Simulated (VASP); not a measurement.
Ti4Pb5O12 (a cell with a defect), 21 atoms in the cell. The cell holds a defect, 21 atoms: a = 6.867 Å, b = 6.867 Å, c = 6.867 Å, α = 109.47°, β = 109.47°, γ = 109.47°. 

```yaml
Program: VASP 6.6.1
Task: single point
Functional: PBEsol
Potentials_or_basis: VASP PAW PBE potentials, release 64 (Ti_sv, Pb_d, O)
Cutoff: 520 eV
k_mesh: 2 × 2 × 2
Occupations: fermi-dirac, width 0.02 eV
Spin: no spin polarisation
Dipole_correction: no
Further_INCAR_settings: ALGO = Normal; EDIFF = 1e-06; NBANDS = 111
```

Potentials or basis: VASP PAW PBE potentials, release 64 (Ti_sv, Pb_d, O).

Command:

```sh
$ cat potpaw_PBE.64/Ti_sv/POTCAR potpaw_PBE.64/Pb_d/POTCAR potpaw_PBE.64/O/POTCAR > POTCAR
$ mpirun -np 1 vasp_std > vasp.out
```

Hardware: 1 thread of Oxide Virtual Turin-like Processor, with other jobs on the host.

**Question.** How long does it take, and how much memory?

**Answer.** It took 6.6 min on 1 thread of Oxide Virtual Turin-like Processor, on a shared host, peak memory 0.45 GiB. Counts: scf iterations 20, k points 8.
